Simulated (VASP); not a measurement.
# Pt (P6_3/mmc) in VASP: notebook, part 2 of 2

VASP 6.6.1. The steps go on from the part before.

### Step 3. Single point, LDA

This run uses another cell than the first one: it holds 2 atoms, not 4.

INCAR reads:

```
PREC = Accurate ; ENCUT = 520
EDIFF = 1E-6 ; ISMEAR = 0
SIGMA = 0.1 ; LREAL = False
LASPH = True ; NELM = 60
ALGO = Normal ; ISIF = 2
LWAVE = False ; LCHARG = True
GGA = CA ; LELF = True
LVHAR = True ; NBANDS = 17
```

KPOINTS reads:

```
Automatic mesh
0
Gamma
  18 18 10
```

POSCAR reads:

```
Pt
1.0
    2.7079581969      0.0000000000      0.0000000000
   -1.3539790985      2.3451605909      0.0000000000
    0.0000000000      0.0000000000      4.6781625702
Pt
2
Direct
    0.6666666667      0.3333333333      0.7500000000
    0.3333333333      0.6666666667      0.2500000000
```

Potentials or basis: VASP PAW LDA potentials, release 64 (Pt).

Command:

```
> cat potpaw_LDA.64/Pt/POTCAR > POTCAR
> mpirun -np 1 vasp_std > vasp.out
```

OUTCAR:

```text
PREC = Accurate
   ENCUT = 520
   EDIFF = 1E-6
   ISMEAR = 0
   LREAL = False
   LASPH = True
   NELM = 60
   ISIF = 2
   GGA = CA

 ion  position               nearest neighbor table
   1  0.667  0.333  0.750-   2 2.81   2 2.81   2 2.81   2 2.81   2 2.81   2 2.81
   2  0.333  0.667  0.250-   1 2.81   1 2.81   1 2.81   1 2.81   1 2.81   1 2.81

  LATTYP: Found a hexagonal cell.
 ALAT       =     2.7079581969
 C/A-ratio  =     1.7275608521

  Lattice vectors:

[... 668 lines left out ...]

------------------------ aborting loop because EDIFF is reached ----------------------------------------

  FORCE on cell =-STRESS in cart. coord.  units (eV):
  Direction    XX          YY          ZZ          XY          YZ          ZX
  --------------------------------------------------------------------------------------
  -------------------------------------------------------------------------------------
  Total        0.1759983      0.1759983      0.0641536     -0.0000000      0.0000000     -0.0000000
  in kB        9.4913766      9.4913766      3.4597272     -0.0000000      0.0000000     -0.0000000
  external PRESSURE =       7.4808268 kB  Pullay stress =       0.0000000 kB

 VOLUME and BASIS-vectors are now :
 -----------------------------------------------------------------------------
  energy-cutoff  :      520.00
  volume of cell :       29.71
      direct lattice vectors                 reciprocal lattice vectors
     2.707958197  0.000000000  0.000000000     0.369281919  0.213205015  0.000000000
    -1.353979098  2.345160591  0.000000000     0.000000000  0.426410031  0.000000000
     0.000000000  0.000000000  4.678162570     0.000000000  0.000000000  0.213759138

 POSITION                                       TOTAL-FORCE (eV/Angst)
 -----------------------------------------------------------------------------------
      1.35398      0.78172      3.50862        -0.000000      0.000000      0.000000
     -0.00000      1.56344      1.16954         0.000000      0.000000      0.000000
 -----------------------------------------------------------------------------------
    total drift:                               -0.000000      0.000000     -0.000000

  FREE ENERGIE OF THE ION-ELECTRON SYSTEM (eV)
  ---------------------------------------------------
  free  energy   TOTEN  =       -14.8890016135 eV

  energy  without entropy=      -14.8706561955  energy(sigma->0) =      -14.87982890
```

OSZICAR:

```text
N       E                     dE             d eps       ncg     rms          rms(c)
DAV:   1     0.101602135357E+03    0.10160E+03   -0.10597E+04  7564   0.114E+03
DAV:   2    -0.138480239922E+02   -0.11545E+03   -0.10987E+03  8146   0.249E+02
DAV:   3    -0.157470619777E+02   -0.18990E+01   -0.18722E+01  9244   0.318E+01
DAV:   4    -0.157564528389E+02   -0.93909E-02   -0.93891E-02  9056   0.232E+00
DAV:   5    -0.157565391745E+02   -0.86336E-04   -0.86335E-04  9321   0.231E-01    0.198E+01
DAV:   6    -0.149875185007E+02    0.76902E+00   -0.11400E+00  7854   0.954E+00    0.102E+01
DAV:   7    -0.148990233961E+02    0.88495E-01   -0.21762E-01  8897   0.413E+00    0.302E+00
DAV:   8    -0.148894500621E+02    0.95733E-02   -0.28187E-02  8224   0.144E+00    0.860E-01
DAV:   9    -0.148890018453E+02    0.44822E-03   -0.55439E-04  8677   0.207E-01    0.880E-02
DAV:  10    -0.148890008875E+02    0.95780E-06   -0.10079E-05  9387   0.226E-02    0.118E-02
DAV:  11    -0.148890016135E+02   -0.72607E-06   -0.95663E-07  5347   0.790E-03
   1 F= -.14889002E+02 E0= -.14879829E+02  d E =-.183454E-01
```

stdout:

```text
POSCAR found type information on POSCAR Pt
 POSCAR found :  1 types and       2 ions
 scaLAPACK will be used
 LDA part: xc-table for (Slater(with rela. corr.)+CA(PZ))
 , standard interpolation
 POSCAR, INCAR and KPOINTS ok, starting setup
 FFT: planning ... GRIDC
 FFT: planning ... GRID_SOFT
 FFT: planning ... GRID
 WAVECAR not read
 entering main loop
```

It took 2 min on 1 thread of Intel Xeon 8259CL, shared host; peak memory 0.2 GiB.

Results:

* Free energy: -14.8890 eV
* Pressure: 0.7 GPa
* Band gap on the k mesh: zero (bands 10 and 11 overlap by 1.42 eV)

Stress tensor (GPa, compression positive):
```
0.95 0.00 0.00
0.00 0.95 0.00
0.00 0.00 0.35
```

Levels at points of the mesh, in eV from the Fermi level:
```
           k point  band 7  band 8  band 9  band 10  band 11  band 12  band 13  band 14
(0.00, 0.00, 0.00)   -3.38   -2.02   -2.02    -0.96    -0.23    -0.23     5.14    14.97
(0.50, 0.00, 0.00)   -2.92    0.05    0.32     0.55     2.38     3.94     7.56     9.15
(0.00, 0.00, 0.50)   -3.79   -3.79   -0.87    -0.87    -0.87    -0.87    12.44    12.44
(0.50, 0.00, 0.50)   -1.00   -1.00    0.45     0.45     1.68     1.68     6.90     6.90
```

Caveat: spin-orbit coupling is left out, which moves the levels of the heavy elements.

### Step 4. Relaxation of cell and atoms, LDA

This run uses another cell than the first one: it holds 2 atoms, not 4.

INCAR reads:

```
SYSTEM = Pt
PREC = Accurate ; ENCUT = 600
EDIFF = 1E-6 ; ISMEAR = 0
SIGMA = 0.1 ; LREAL = .FALSE.
LASPH = .TRUE. ; NELM = 80
ALGO = Fast ; ISIF = 3
LWAVE = .FALSE. ; LCHARG = .FALSE.
IBRION = 2 ; NSW = 100
EDIFFG = -0.005
```

KPOINTS reads:

```
Automatic mesh
0
G
  18 18 10
  0 0 0
```

POSCAR reads:

```
Pt
1.0
    2.7088209664      0.0000000000      0.0000000000
   -1.3544104832      2.3459077712      0.0000000000
    0.0000000000      0.0000000000      4.6833864699
Pt
2
Direct
    0.6666666667      0.3333333333      0.7500000000
    0.3333333333      0.6666666667      0.2500000000
```

Command:

```
> cat potpaw_LDA.64/Pt/POTCAR > POTCAR
> mpirun -np 1 vasp_std > vasp.out
```

Wall time 6.8 min (1 thread of Intel Xeon 8259CL, shared host); peak memory 0.22 GiB.

The run converged. Its results:

- Free energy: -14.8894 eV
- Relaxed volume: 14.90 Å³/atom
- Relaxed cell: a = 2.712 Å, b = 2.712 Å, c = 4.676 Å, α = 90.00°, β = 90.00°, γ = 120.00°
- Space group after relaxing (to 0.1 Å): P6_3/mmc (No. 194)
- Energy gained by relaxing: 0.1 meV/atom
- Ionic steps: 5
- Pressure after relaxing: 0.0 GPa
- Band gap on the k mesh: zero (bands 10 and 11 overlap by 1.40 eV)

The path:
| step | energy change (eV) | largest force (eV/Å) | pressure (GPa) | volume (Å³) |
| --- | --- | --- | --- | --- |
| 1 | 0.0000 | 0.0000 | 0.35 | 29.76 |
| 2 | 0.0002 | 0.0000 | -1.14 | 29.90 |
| 3 | -0.0001 | 0.0000 | -0.18 | 29.81 |
| 4 | -0.0002 | 0.0000 | 0.08 | 29.78 |
| 5 | -0.0002 | 0.0000 | 0.01 | 29.79 |

Final structure:
```cif
data_structure
_symmetry_space_group_name_H-M 'P 1'
_symmetry_Int_Tables_number 1
_cell_length_a 2.7123
_cell_length_b 2.7123
_cell_length_c 4.6759
_cell_angle_alpha 90.000
_cell_angle_beta 90.000
_cell_angle_gamma 120.000
_cell_volume 29.79
loop_
_atom_site_label
_atom_site_type_symbol
_atom_site_fract_x
_atom_site_fract_y
_atom_site_fract_z
_atom_site_occupancy
Pt1 Pt 0.66667 0.33333 0.75000 1
Pt2 Pt 0.33333 0.66667 0.25000 1
```

Levels at points of the mesh, in eV from the Fermi level:
| k point | band 7 | band 8 | band 9 | band 10 | band 11 | band 12 | band 13 | band 14 |
| --- | --- | --- | --- | --- | --- | --- | --- | --- |
| (0.00, 0.00, 0.00) | -3.36 | -2.03 | -2.03 | -0.94 | -0.23 | -0.23 | 5.15 | 14.96 |
| (0.50, 0.00, 0.00) | -2.92 | 0.06 | 0.30 | 0.54 | 2.37 | 3.93 | 7.55 | 9.15 |
| (0.00, 0.00, 0.50) | -3.77 | -3.77 | -0.87 | -0.87 | -0.87 | -0.87 | 12.46 | 12.46 |
| (0.50, 0.00, 0.50) | -1.00 | -1.00 | 0.44 | 0.44 | 1.68 | 1.68 | 6.87 | 6.87 |

Caveat: spin-orbit coupling is left out, which moves the levels of the heavy elements.

### Step 5. Overview

| task | cell | k mesh | cutoff (eV) | smearing | gap on the mesh (eV) | pressure (GPa) |
| --- | --- | --- | --- | --- | --- | --- |
| single point | a = 2.708, b = 2.708, c = 9.356 Å, angles 90.0, 90.0, 120.0°, 4 atoms, atomic positions A | 12 × 12 × 4 | 520 | gaussian 0.15 eV | none | 1.0 |
| single point | a = 2.708, b = 2.708, c = 4.678 Å, angles 90.0, 90.0, 120.0°, 2 atoms, atomic positions B | 18 × 18 × 10 | 520 | gaussian 0.1 eV | none | 0.7 |
| relaxation of cell and atoms | relaxed from a = 2.709, b = 2.709, c = 4.683 Å, angles 90.0, 90.0, 120.0°, 2 atoms, atomic positions B | 18 × 18 × 10 | 600 | gaussian 0.1 eV | none | 0.0 |

Alike in all rows: level LDA; potentials or basis VASP PAW LDA potentials, release 64 (Pt); no spin polarisation.

Caveats: spin-orbit coupling is left out, which moves the levels of the heavy elements.

Absolute energies hang on the potentials; compare differences alone.
